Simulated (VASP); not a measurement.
# Ag (Fm-3m) in VASP: notebook, part 2 of 2

VASP 6.6.1. The steps go on from the part before.

**3. Single point, PBE**

This run uses another cell than the first one, of 16.61 Å³/atom.

File INCAR:

```
SYSTEM = Ag
  ALGO = Normal
  EDIFF = 1E-6
  ENCUT = 520
  GGA = PE
  ISIF = 2
  ISMEAR = 1
  LASPH = .TRUE.
  LCHARG = .TRUE.
  LELF = .TRUE.
  LREAL = .FALSE.
  LVHAR = .TRUE.
  LWAVE = .FALSE.
  NBANDS = 12
  NELM = 60
  PREC = Accurate
  SIGMA = 0.05
```

File KPOINTS:

```
k-points
0
G
  12 12 12
  0 0 0
```

File POSCAR:

```
Ag
1.0
    2.8640531099      0.0000000000      0.0000000000
    1.4320265549      2.4803427509      0.0000000000
    1.4320265549      0.8267809170      2.3384895718
Ag
1
Direct
    0.0000000000      0.0000000000      0.0000000000
```

Potentials or basis: VASP PAW PBE potentials, release 64 (Ag).

The run is started by

```
$ cat potpaw_PBE.64/Ag/POTCAR > POTCAR
$ mpirun -np 1 vasp_std > vasp.out
```

OUTCAR:

```text
SYSTEM = Ag
   EDIFF = 1E-6
   ENCUT = 520
   GGA = PE
   ISIF = 2
   ISMEAR = 1
   LASPH = .TRUE.
   LREAL = .FALSE.
   NELM = 60
   PREC = Accurate

 ion  position               nearest neighbor table
   1  0.000  0.000  0.000-

  LATTYP: Found a face centered cubic cell.
 ALAT       =     4.0503827513

  Lattice vectors:

 A1 = (   2.8640531099,   0.0000000000,   0.0000000000)
 A2 = (   1.4320265549,   2.4803427509,   0.0000000000)
[... 539 lines left out ...]
     11      33.5355      0.00000
     12      33.7952      0.00000

 [... further k-points ...]

------------------------ aborting loop because EDIFF is reached ----------------------------------------

  FORCE on cell =-STRESS in cart. coord.  units (eV):
  Direction    XX          YY          ZZ          XY          YZ          ZX
  --------------------------------------------------------------------------------------
  -------------------------------------------------------------------------------------
  Total        0.8072328      0.8072328      0.8072328     -0.0000000      0.0000000     -0.0000000
  in kB       77.8540466     77.8540466     77.8540466     -0.0000000      0.0000000     -0.0000000
  external PRESSURE =      77.8540466 kB  Pullay stress =       0.0000000 kB

 VOLUME and BASIS-vectors are now :
 -----------------------------------------------------------------------------
  energy-cutoff  :      520.00
  volume of cell :       16.61
      direct lattice vectors                 reciprocal lattice vectors
     2.864053110  0.000000000  0.000000000     0.349155536 -0.201585043 -0.142542151
     1.432026555  2.480342751  0.000000000     0.000000000  0.403170086 -0.142542151
     1.432026555  0.826780917  2.338489572     0.000000000  0.000000000  0.427626453

 POSITION                                       TOTAL-FORCE (eV/Angst)
 -----------------------------------------------------------------------------------
      0.00000      0.00000      0.00000         0.000000      0.000000      0.000000
 -----------------------------------------------------------------------------------
    total drift:                               -0.000000      0.000000      0.000000

  FREE ENERGIE OF THE ION-ELECTRON SYSTEM (eV)
  ---------------------------------------------------
  free  energy   TOTEN  =        -2.6843853501 eV

  energy  without entropy=       -2.6843674207  energy(sigma->0) =       -2.68437937
```

stdout:

```text
POSCAR found type information on POSCAR Ag
 POSCAR found :  1 types and       1 ions
 scaLAPACK will be used
 LDA part: xc-table for (Slater+PW92), standard interpolation
 POSCAR, INCAR and KPOINTS ok, starting setup
 FFT: planning ... GRIDC
 FFT: planning ... GRID_SOFT
 FFT: planning ... GRID
 WAVECAR not read
 entering main loop
```

It took 29 s on 1 thread of AMD EPYC 7R13, shared host; peak memory 0.12 GiB.

Results:

* Free energy: -2.6844 eV
* Pressure: 7.8 GPa
* Band gap on the k mesh: zero (an odd number of electrons rules out a gap without spin polarisation)

Caveat: the cell stands under pressure.

**4. Single point, PBE**

This run uses another cell than the first one, of 17.52 Å³/atom.

File INCAR:

```
  PREC = Accurate
  ENCUT = 520
  EDIFF = 1E-6
  ISMEAR = 1
  SIGMA = 0.05
  LREAL = F
  LASPH = T
  NELM = 80
  ALGO = Normal
  ISIF = 2
  LWAVE = F
  LCHARG = F
  GGA = PE
  NBANDS = 12
```

File KPOINTS:

```
regular mesh
0
Gamma
  12 12 12
```

File POSCAR:

```
Ag
1.0
    2.9150670861      0.0000000000      0.0000000000
    1.4575335430      2.5245221503      0.0000000000
    1.4575335430      0.8415073834      2.3801423090
Ag
1
Direct
    0.0000000000      0.0000000000      0.0000000000
```

Potentials or basis: VASP PAW PBE potentials, release 64 (Ag).

The run is started by

```
$ cat potpaw_PBE.64/Ag/POTCAR > POTCAR
$ mpirun -np 1 vasp_std > vasp.out
```

OUTCAR:

```text
PREC = Accurate
   ENCUT = 520
   EDIFF = 1E-6
   ISMEAR = 1
   LREAL = F
   LASPH = T
   NELM = 80
   ISIF = 2
   GGA = PE

 ion  position               nearest neighbor table
   1  0.000  0.000  0.000-

  LATTYP: Found a face centered cubic cell.
 ALAT       =     4.1225274084

  Lattice vectors:

 A1 = (   2.9150670861,   0.0000000000,   0.0000000000)
 A2 = (   1.4575335430,   2.5245221503,   0.0000000000)
 A3 = (   1.4575335430,   0.8415073834,   2.3801423090)

Analysis of symmetry for initial positions (statically):
[... 529 lines left out ...]
      4       4.1439      2.00000
      5       4.9728      2.00000
      6       9.2219      0.00000
      7      12.0237      0.00000
      8      20.6076      0.00000
      9      24.1040      0.00000
     10      24.2601      0.00000
     11      32.1467      0.00000
     12      32.3671      0.00000

 [... further k-points ...]
[... 5 lines left out ...]
  --------------------------------------------------------------------------------------
  -------------------------------------------------------------------------------------
  Total        0.2054012      0.2054012      0.2054012     -0.0000000     -0.0000000     -0.0000000
  in kB       18.7880992     18.7880992     18.7880992     -0.0000000     -0.0000000     -0.0000000
  external PRESSURE =      18.7880992 kB  Pullay stress =       0.0000000 kB

 VOLUME and BASIS-vectors are now :
 -----------------------------------------------------------------------------
  energy-cutoff  :      520.00
  volume of cell :       17.52
      direct lattice vectors                 reciprocal lattice vectors
     2.915067086  0.000000000  0.000000000     0.343045278 -0.198057284 -0.140047648
     1.457533543  2.524522150  0.000000000     0.000000000  0.396114568 -0.140047648
     1.457533543  0.841507383  2.380142309     0.000000000  0.000000000  0.420142945

 POSITION                                       TOTAL-FORCE (eV/Angst)
 -----------------------------------------------------------------------------------
      0.00000      0.00000      0.00000         0.000000     -0.000000      0.000000
 -----------------------------------------------------------------------------------
    total drift:                                0.000000      0.000000      0.000000

  FREE ENERGIE OF THE ION-ELECTRON SYSTEM (eV)
  ---------------------------------------------------
  free  energy   TOTEN  =        -2.7109420859 eV

  energy  without entropy=       -2.7106202727  energy(sigma->0) =       -2.71083481
```

stdout:

```text
POSCAR found type information on POSCAR Ag
 POSCAR found :  1 types and       1 ions
 scaLAPACK will be used
 LDA part: xc-table for (Slater+PW92), standard interpolation
 POSCAR, INCAR and KPOINTS ok, starting setup
 FFT: planning ... GRIDC
 FFT: planning ... GRID_SOFT
 FFT: planning ... GRID
 WAVECAR not read
 entering main loop
```

It took 20 s on 1 thread of AMD EPYC 7R13, shared host; peak memory 0.12 GiB.

Results:

| Property | Result |
| --- | --- |
| Free energy | -2.7109 eV |
| Pressure | 1.9 GPa |
| Band gap on the k mesh | zero (an odd number of electrons rules out a gap without spin polarisation) |

**5. Single point, PBE**

This run uses another cell than the first one, of 17.17 Å³/atom.

File INCAR:

```
SYSTEM = Ag
ALGO = Normal ; EDIFF = 1E-6
ENCUT = 520 ; GGA = PE
ISIF = 2 ; ISMEAR = 1
LASPH = .True. ; LCHARG = .False.
LREAL = .False. ; LWAVE = .False.
NBANDS = 12 ; NELM = 100
PREC = Accurate ; SIGMA = 0.05
```

File KPOINTS:

```
k-points
0
Gamma
  12 12 12
  0 0 0
```

File POSCAR:

```
Ag
1.0
    2.8956708483      0.0000000000      0.0000000000
    1.4478354241      2.5077245156      0.0000000000
    1.4478354241      0.8359081719      2.3643053471
Ag
1
Direct
    0.0000000000      0.0000000000      0.0000000000
```

The run is started by

```
$ cat potpaw_PBE.64/Ag/POTCAR > POTCAR
$ mpirun -np 1 vasp_std > vasp.out
```

Run time: 20 s. Hardware: 1 thread of AMD EPYC 7R13, shared host; peak memory 0.12 GiB.

Results (log left out):

- Free energy: -2.7046 eV
- Pressure: 3.9 GPa
- Band gap on the k mesh: zero (an odd number of electrons rules out a gap without spin polarisation)

Levels at points of the mesh, in eV from the Fermi level:
| k point | band 2 | band 3 | band 4 | band 5 | band 6 | band 7 | band 8 | band 9 | band 10 | band 11 |
| --- | --- | --- | --- | --- | --- | --- | --- | --- | --- | --- |
| (0.00, 0.00, 0.00) | -4.77 | -4.77 | -4.77 | -3.75 | -3.75 | 16.02 | 19.56 | 19.56 | 19.56 | 24.35 |
| (0.50, 0.00, 0.00) | -4.79 | -4.79 | -2.96 | -2.96 | -0.37 | 3.58 | 15.25 | 17.82 | 17.82 | 22.77 |
| (0.50, 0.50, 0.00) | -6.25 | -2.99 | -2.75 | -2.75 | 1.62 | 6.70 | 10.64 | 10.64 | 17.11 | 17.17 |

Caveat: the cell stands under pressure.

**6. Overview**

| cell | gap on the mesh (eV) | pressure (GPa) |
| --- | --- | --- |
| a = 2.879 Å, angles 60.0°, 1 atom | none | 5.8 |
| a = 2.864 Å, angles 60.0°, 1 atom | none | 7.8 |
| a = 2.915 Å, angles 60.0°, 1 atom | none | 1.9 |
| a = 2.896 Å, angles 60.0°, 1 atom | none | 3.9 |

Alike in all rows: task single point; level PBE; potentials or basis VASP PAW PBE potentials, release 64 (Ag); no spin polarisation; k mesh 12 × 12 × 12; cutoff (eV) 520; smearing methfessel-paxton 0.05 eV.

Caveats: the cell stands under pressure (at least some runs).

Absolute energies hang on the potentials; compare differences alone.
